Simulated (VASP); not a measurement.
# Ta (P-1) in VASP: a series of runs

The runs below take Ta through single point, with PBE.

All numbers are computed with VASP 6.6.1; they aren't measurements. Logs are shortened: lines on timing, memory, paths and dates and some standing lists are left out, and cuts for length are marked.

### 1 The cell of the first run

The typed cell holds 3 atoms: a = 2.860 Å, b = 2.860 Å, c = 8.468 Å, α = 110.60°, β = 107.19°, γ = 109.47°.

### 2 Single point, PBE

File INCAR:

```
SYSTEM = Ta
PREC = Accurate
ENCUT = 520
EDIFF = 1E-7
ISMEAR = -1
SIGMA = 0.1
LREAL = .FALSE.
LASPH = .TRUE.
NELM = 80
ALGO = Normal
ISIF = 2
LWAVE = .FALSE.
LCHARG = .FALSE.
GGA = PE
NBANDS = 24
```

File KPOINTS:

```
regular mesh
0
G
  7 7 7
  0 0 0
```

File POSCAR:

```
Ta
1.0
   -1.6512800000      1.6512800000      1.6512800000
    1.6512800000     -1.6512800000      1.6512800000
    4.7474300000      5.1602500000     -4.7474300000
Ta
3
Direct
    0.0000000000      0.0000000000      0.0000000000
   -0.0416666667      0.0000000000      0.3333333333
   -0.0833333333      0.0000000000      0.6666666667
```

Potentials or basis: VASP PAW PBE potentials, release 64 (Ta_pv).

On the command line:

```sh
$ cat potpaw_PBE.64/Ta_pv/POTCAR > POTCAR
$ mpirun -np 1 vasp_std > vasp.out
```

OUTCAR:

```text
SYSTEM = Ta
   PREC = Accurate
   ENCUT = 520
   EDIFF = 1E-7
   ISMEAR = -1
   LREAL = .FALSE.
   LASPH = .TRUE.
   NELM = 80
   ISIF = 2
   GGA = PE

 ion  position               nearest neighbor table
   1  0.000  0.000  0.000-   3 2.76   2 2.86   2 2.86   3 3.00   3 3.11   2 3.30   2 3.30   3 3.52

   2  0.958  0.000  0.333-   1 2.86   1 2.86   3 2.86   3 2.86   1 3.30   1 3.30   3 3.30   3 3.30

   3  0.917  0.000  0.667-   1 2.76   2 2.86   2 2.86   1 3.00   1 3.11   2 3.30   2 3.30   1 3.52

  LATTYP: Found a triclinic cell.
 ALAT       =     2.8601008575
 B/A-ratio  =     1.1547005384
 C/A-ratio  =     2.5525722321
 COS(alpha) =     0.0282729643
 COS(beta)  =     0.2448510534
 COS(gamma) =     0.5773502692

  Lattice vectors:

 A1 = (  -1.6512800000,   1.6512800000,  -1.6512800000)
 A2 = (   0.0000000000,   0.0000000000,  -3.3025600000)
 A3 = (  -6.3987100000,  -3.5089700000,  -0.2064100000)

Analysis of symmetry for initial positions (statically):
=====================================================================
 Subroutine PRICEL returns:
 Original cell was already a primitive cell.

 Routine SETGRP: Setting up the symmetry group for a
 triclinic supercell.

 Subroutine GETGRP returns: Found  2 space group operations
 (whereof  1 operations were pure point group operations)
 out of a pool of  2 trial point group operations.

The static configuration has the point symmetry C_1 .
 The point group associated with its full space group is S_2 .

Analysis of symmetry for dynamics (positions and initial velocities):
=====================================================================
 Subroutine PRICEL returns:
 Original cell was already a primitive cell.

 Routine SETGRP: Setting up the symmetry group for a
 triclinic supercell.

 Subroutine GETGRP returns: Found  2 space group operations
 (whereof  1 operations were pure point group operations)
 out of a pool of  2 trial point group operations.

The dynamic configuration has the point symmetry C_1 .
 The point group associated with its full space group is S_2 .

 Subroutine INISYM returns: Found  2 space group operations
 (whereof  1 operations are pure point group operations),
 and found     1 'primitive' translations

----------------------------------------------------------------------------------------

                                     Primitive cell

  volume of cell :      54.0311

  direct lattice vectors                    reciprocal lattice vectors
    -1.651280000  1.651280000  1.651280000    -0.012616475  0.290178932  0.302795407
     1.651280000 -1.651280000  1.651280000     0.302795407  0.000000000  0.302795407
     4.747430000  5.160250000 -4.747430000     0.100931802  0.100931802  0.000000000

  length of vectors
     2.860100858  2.860100858  8.467842894     0.419580799  0.428217371  0.142739124

  position of ions in fractional coordinates (direct lattice)
     0.000000000  0.000000000  0.000000000
     0.958333333  0.000000000  0.333333333
     0.916666667  0.000000000  0.666666667

  ion indices of the primitive-cell ions
   primitive index   ion index
                 1           1
                 2           2
                 3           3

----------------------------------------------------------------------------------------

 KPOINTS: regular mesh

Automatic generation of k-mesh.
 Grid dimensions read from file:
 generate k-points for:    7    7    7

 Generating k-lattice:

  Cartesian coordinates                     Fractional coordinates (reciprocal lattice)
    -0.001802354  0.041454133  0.043256487     0.142857143  0.000000000 -0.000000000
     0.043256487  0.000000000  0.043256487     0.000000000  0.142857143  0.000000000
     0.014418829  0.014418829  0.000000000     0.000000000  0.000000000  0.142857143

  Length of vectors
     0.059940114  0.061173910  0.020391303

  Shift w.r.t. Gamma in fractional coordinates (k-lattice)
     0.000000000  0.000000000  0.000000000

 Subroutine IBZKPT returns following result:
 ===========================================

 Found    172 irreducible k-points:

 Following reciprocal coordinates:
            Coordinates               Weight
  0.000000  0.000000  0.000000      1.000000
  0.142857  0.000000  0.000000      2.000000
  0.285714  0.000000  0.000000      2.000000
  0.428571  0.000000  0.000000      2.000000
  0.000000  0.142857  0.000000      2.000000
  0.142857  0.142857  0.000000      2.000000
[... 16 lines left out ...]
 -0.428571  0.428571 -0.000000      2.000000
 -0.285714  0.428571  0.000000      2.000000
 [... further k-points ...]
   k-points           NKPTS =    172   k-points in BZ     NKDIM =    172   number of bands    NBANDS=     24
   number of dos      NEDOS =    301   number of ions     NIONS =      3
   total plane-waves  NPLWV =  36864
   dimension x,y,z NGX =    24 NGY =   24 NGZ =   64
   dimension x,y,z NGXF=    48 NGYF=   48 NGZF=  128
   ions per type =               3
   NGX,Y,Z   is equivalent  to a cutoff of  13.95, 13.95, 12.56 a.u.
   NGXF,Y,Z  is equivalent  to a cutoff of  27.90, 27.90, 25.13 a.u.
 SYSTEM =  Ta
   PREC   = accura    normal or accurate (medium, high low for compatibility)
   ISTART =      0    job   : 0-new  1-cont  2-samecut
   ICHARG =      2    charge: 1-file 2-atom 10-const
   ISPIN  =      1    spin polarized calculation?
   LNONCOLLINEAR =      F non collinear calculations
   LSORBIT =      F    spin-orbit coupling
   LASPH  =      T    aspherical Exc in radial PAW
   ENCUT  =  520.0 eV  38.22 Ry    6.18 a.u.   5.32  5.32 15.74*2*pi/ulx,y,z
   NELM   =     80;   NELMIN=  2; NELMDL= -5     # of ELM steps
   EDIFF  = 0.1E-06   stopping-criterion for ELM
   LREAL  =      F    real-space projection
   EDIFFG = 0.1E-05   stopping-criterion for IOM
   NSW    =      0    number of steps for IOM
   IBRION =     -1    ionic relax: 0-MD 1-quasi-New 2-CG
   NFREE  =      0    steps in history (QN), initial steepest desc. (CG)
   ISIF   =      2    stress and relaxation
   ISYM   =      2    0-nonsym 1-usesym 2-fastsym
   POTIM  = 0.5000    time-step for ionic-motion
   TEBEG  =    0.0;   TEEND  =   0.0 temperature during run
   PSTRESS=    0.0 pullay stress
   NELECT =      33.0000    total number of electrons
   NUPDOWN=      -1.0000    fix difference up-down
   EMIN   =  10.00;   EMAX   =-10.00  energy-range for DOS
   EFERMI =   0.00;   METHOD = LEGACY
   ISMEAR =    -1;   SIGMA  =   0.10  broadening in eV -4-tet -1-fermi 0-gaus
   EFERMI_NEDOS =   21; number of points for ismear=-14 and -15
   IALGO  =     38    algorithm
   IMIX   =      4    mixing-type and parameters
     AMIX     =   0.40;   BMIX     =  1.00
     AMIX_MAG =   1.60;   BMIX_MAG =  1.00
  volume/ion in A,a.u.               =      18.01       121.54
  Fermi-wavevector in a.u.,A,eV,Ry     =   1.388988  2.624806 26.249534  1.929286
  Thomas-Fermi vector in A             =   2.513061
   LORBIT       =      0    0 simple, 1 ext, 2 COOP (PROOUT), +10 PAW based schemes
   GGA     = PE    functional components
[... 5 lines left out ...]
 non-spin polarized calculation
  energy-cutoff  :      520.00
  volume of cell :       54.03
 maximum number of plane-waves:      1472
 NGX is ok and might be reduce to    24

 number of electron      33.0000002 magnetization

 Free energy of the ion-electron system (eV)
  ---------------------------------------------------
  ext. energy  EPLUGINS =         0.00000000
  ---------------------------------------------------
  free energy    TOTEN  =       -35.43568915 eV

  energy without entropy =      -35.31703898  energy(sigma->0) =      -35.37636407

 E-fermi :   5.4971     XC(G=0): -12.6163

 val. band max:        5.4960511107   @ k =  -0.4286  -0.4286   0.4286
 cond. band min:       5.4980670620   @ k =   0.1429   0.4286   0.2857
 fundamental gap:      0.0020159513
 Fermi energy:         5.4970514056

 k-point     1 :       0.0000    0.0000    0.0000
  band No.  band energies     occupation
      1     -28.5272      2.00000
      2     -28.4805      2.00000
      3     -27.8706      2.00000
      4     -27.8586      2.00000
      5     -27.6204      2.00000
      6     -27.5960      2.00000
[... 16 lines left out ...]
     23       9.6895      0.00000
     24      10.0575      0.00000

 k-point     2 :       0.1429    0.0000    0.0000
  band No.  band energies     occupation
      1     -28.6124      2.00000
      2     -28.3447      2.00000
      3     -28.0005      2.00000
      4     -27.8650      2.00000
      5     -27.7947      2.00000
      6     -27.6727      2.00000
[... 16 lines left out ...]
     23       9.5624      0.00000
     24       9.9206      0.00000

 k-point     3 :       0.2857    0.0000    0.0000
  band No.  band energies     occupation
      1     -28.5308      2.00000
      2     -28.4004      2.00000
      3     -28.3242      2.00000
      4     -28.2931      2.00000
      5     -27.8879      2.00000
      6     -27.7845      2.00000
[... 16 lines left out ...]
     23       9.7323      0.00000
     24       9.8479      0.00000

 k-point     4 :       0.4286    0.0000    0.0000
  band No.  band energies     occupation
      1     -28.6979      2.00000
      2     -28.5967      2.00000
      3     -28.5629      2.00000
      4     -28.2440      2.00000
      5     -27.9775      2.00000
      6     -27.8855      2.00000
[... 16 lines left out ...]
     23      10.2501      0.00000
     24      10.5578      0.00000

 k-point     5 :       0.0000    0.1429    0.0000
  band No.  band energies     occupation
      1     -28.6201      2.00000
      2     -28.3366      2.00000
      3     -27.9942      2.00000
      4     -27.8561      2.00000
      5     -27.7888      2.00000
      6     -27.6734      2.00000
[... 451 lines left out ...]
 k-point    22 :       0.4286    0.4286    0.0000
  band No.  band energies     occupation
      1     -28.6842      2.00000
      2     -28.5246      2.00000
      3     -28.4268      2.00000
      4     -28.3917      2.00000
      5     -28.3341      2.00000
      6     -28.2341      2.00000
[... 16 lines left out ...]
     23      11.0332      0.00000
     24      11.4908      0.00000

 k-point    23 :      -0.4286    0.4286   -0.0000
  band No.  band energies     occupation
      1     -28.7021      2.00000
      2     -28.4879      2.00000
      3     -28.4499      2.00000
      4     -28.3149      2.00000
      5     -28.2778      2.00000
      6     -28.2160      2.00000
[... 16 lines left out ...]
     23      11.7644      0.00000
     24      11.8523      0.00000

 k-point    24 :      -0.2857    0.4286    0.0000
  band No.  band energies     occupation
      1     -28.5458      2.00000
      2     -28.5195      2.00000
      3     -28.4483      2.00000
      4     -28.3129      2.00000
      5     -28.1525      2.00000
      6     -28.1338      2.00000
[... 16 lines left out ...]
     23      10.6336      0.00000
     24      11.7343      0.00000

 [... further k-points ...]

------------------------ aborting loop because EDIFF is reached ----------------------------------------

  FORCE on cell =-STRESS in cart. coord.  units (eV):
  Direction    XX          YY          ZZ          XY          YZ          ZX
  --------------------------------------------------------------------------------------
  -------------------------------------------------------------------------------------
  Total        1.8828282      0.7551876      1.2494984     -0.1480636     -0.6033620     -0.2809360
  in kB       55.8313157     22.3935011     37.0512503     -4.3905142    -17.8914338     -8.3305663
  external PRESSURE =      38.4253557 kB  Pullay stress =       0.0000000 kB

 VOLUME and BASIS-vectors are now :
 -----------------------------------------------------------------------------
  energy-cutoff  :      520.00
  volume of cell :       54.03
      direct lattice vectors                 reciprocal lattice vectors
    -1.651280000  1.651280000  1.651280000    -0.012616475  0.290178932  0.302795407
     1.651280000 -1.651280000  1.651280000     0.302795407  0.000000000  0.302795407
     4.747430000  5.160250000 -4.747430000     0.100931802  0.100931802  0.000000000

 POSITION                                       TOTAL-FORCE (eV/Angst)
 -----------------------------------------------------------------------------------
      0.00000      0.00000      0.00000         0.340570     -0.051054     -0.431549
     -0.00000      3.30256      0.00000         0.000000     -0.000000      0.000000
      1.65128      4.95384     -1.65128        -0.340570      0.051054      0.431549
 -----------------------------------------------------------------------------------
    total drift:                                0.000000      0.000000     -0.000000

  FREE ENERGIE OF THE ION-ELECTRON SYSTEM (eV)
  ---------------------------------------------------
  free  energy   TOTEN  =       -35.4356891507 eV

  energy  without entropy=      -35.3170389802  energy(sigma->0) =      -35.37636407
```

Run time: 2.2 min. Hardware: 1 thread of Intel Xeon Platinum 8488C (Sapphire Rapids), shared host; peak memory 0.3 GiB.

Results:

| Quantity | Value |
| --- | --- |
| Free energy | -35.4357 eV |
| Pressure | 3.8 GPa |
| Largest force | 0.552 eV/Å |

Forces on the atoms (eV/Å):
```
Ta   0.341 -0.051 -0.432
Ta   0.000  0.000  0.000
Ta  -0.341  0.051  0.432
```

Caveat: the k points lie up to 0.38 Å⁻¹ apart; spin-orbit coupling is left out, which moves the levels of the heavy elements.

### 3 Single point, PBE

File INCAR:

```
SYSTEM = Ta
  PREC = Accurate
  ENCUT = 520
  EDIFF = 1E-6
  ISMEAR = -1
  SIGMA = 0.1
  LREAL = .FALSE.
  LASPH = .TRUE.
  NELM = 100
  ALGO = Normal
  ISIF = 2
  LWAVE = .FALSE.
  LCHARG = .FALSE.
  GGA = PE
  NBANDS = 24
```

File KPOINTS:

```
Automatic mesh
0
G
  7 7 7
  0 0 0
```

File POSCAR:

```
Ta
1.0
   -1.6512800000      1.6512800000      1.6512800000
    1.6512800000     -1.6512800000      1.6512800000
    4.5410200000      5.3666600000     -4.5410200000
Ta
3
Direct
    0.0000000000      0.0000000000      0.0000000000
   -0.0833333333      0.0000000000      0.3333333333
   -0.1666666667      0.0000000000      0.6666666667
```

Potentials or basis: VASP PAW PBE potentials, release 64 (Ta_pv).

On the command line:

```sh
$ cat potpaw_PBE.64/Ta_pv/POTCAR > POTCAR
$ mpirun -np 1 vasp_std > vasp.out
```

It took 2.4 min on 1 thread of Intel Xeon Platinum 8488C (Sapphire Rapids), shared host; peak memory 0.3 GiB.

Results (log left out):

* Free energy: -35.2666 eV
* Pressure: 5.0 GPa
* Largest force: 0.852 eV/Å

Forces on the atoms (eV/Å):
```
Ta   0.623  0.227 -0.535
Ta   0.000  0.000  0.000
Ta  -0.623 -0.227  0.535
```

Stress tensor (GPa, compression positive):
```
 7.40  0.48 -0.42
 0.48  4.04 -2.33
-0.42 -2.33  3.65
```

Levels at points of the mesh, in eV from the Fermi level:
```csv
k point,band 15,band 16,band 17,band 18,band 19,band 20
"(0.00, 0.00, 0.00)",-0.20,0.08,0.17,0.79,1.20,2.97
```

Caveat: the k points lie up to 0.38 Å⁻¹ apart; spin-orbit coupling is left out, which moves the levels of the heavy elements.

### 4 Single point, PBE

This run uses another cell than the first one, of the same volume but with other edges.

File INCAR:

```
SYSTEM = Ta
PREC = Accurate ; ENCUT = 520
EDIFF = 1E-6 ; ISMEAR = -1
SIGMA = 0.1 ; LREAL = .False.
LASPH = .True. ; NELM = 100
ALGO = Normal ; ISIF = 2
LWAVE = .False. ; LCHARG = .False.
GGA = PE ; NBANDS = 24
```

File KPOINTS:

```
Automatic mesh
0
Gamma
  7 7 7
  0 0 0
```

File POSCAR:

```
Ta
1.0
   -1.6512800000      1.6512800000      1.6512800000
    1.6512800000     -1.6512800000      1.6512800000
    4.3346100000      5.5730700000     -4.3346100000
Ta
3
Direct
    0.0000000000      0.0000000000      0.0000000000
   -0.1250000000      0.0000000000      0.3333333333
   -0.2500000000      0.0000000000      0.6666666667
```

On the command line:

```sh
$ cat potpaw_PBE.64/Ta_pv/POTCAR > POTCAR
$ mpirun -np 1 vasp_std > vasp.out
```

It took 2.5 min on 1 thread of Intel Xeon Platinum 8488C (Sapphire Rapids), shared host; peak memory 0.3 GiB.

It converged, with:

| Item | Value |
| --- | --- |
| Free energy | -35.1183 eV |
| Pressure | 6.2 GPa |
| Largest force | 1.026 eV/Å |

Forces on the atoms (eV/Å):
```
Ta   0.762  0.555 -0.405
Ta   0.000  0.000  0.000
Ta  -0.762 -0.555  0.405
```

Stress tensor (GPa, compression positive):
```
 9.48  1.34  0.41
 1.34  7.48 -1.89
 0.41 -1.89  1.57
```

Levels at points of the mesh, in eV from the Fermi level:
```csv
k point,band 13,band 14,band 15,band 16,band 17,band 18,band 19,band 20
"(0.00, 0.00, 0.00)",-1.45,-1.02,-0.28,0.12,0.32,0.90,1.18,2.71
```

Caveat: the k points lie up to 0.38 Å⁻¹ apart; spin-orbit coupling is left out, which moves the levels of the heavy elements; forces of over 1 eV/Å act on the atoms, so gaps and moduli don't describe the material at rest.

### 5 Summary

| cell | gap on the mesh (eV) | pressure (GPa) | largest force (eV/Å) |
| --- | --- | --- | --- |
| a = 2.860, b = 2.860, c = 8.468 Å, angles 110.6, 107.2, 109.5°, 3 atoms | none | 3.8 | 0.55 |
| a = 2.860, b = 2.860, c = 8.369 Å, angles 111.7, 104.9, 109.5°, 3 atoms | none | 5.0 | 0.85 |
| a = 2.860, b = 2.860, c = 8.285 Å, angles 112.9, 102.5, 109.5°, 3 atoms | none | 6.2 | 1.03 |

Alike in all rows: task single point; level PBE; potentials or basis VASP PAW PBE potentials, release 64 (Ta_pv); no spin polarisation; k mesh 7 × 7 × 7; cutoff (eV) 520; smearing fermi-dirac 0.1 eV.

Caveats: all runs use coarse meshes; spin-orbit coupling is left out, which moves the levels of the heavy elements; forces of over 1 eV/Å act on the atoms, so gaps and moduli don't describe the material at rest (some runs).

Total energies depend on the potentials used, so only differences within one code and one set of settings carry meaning.
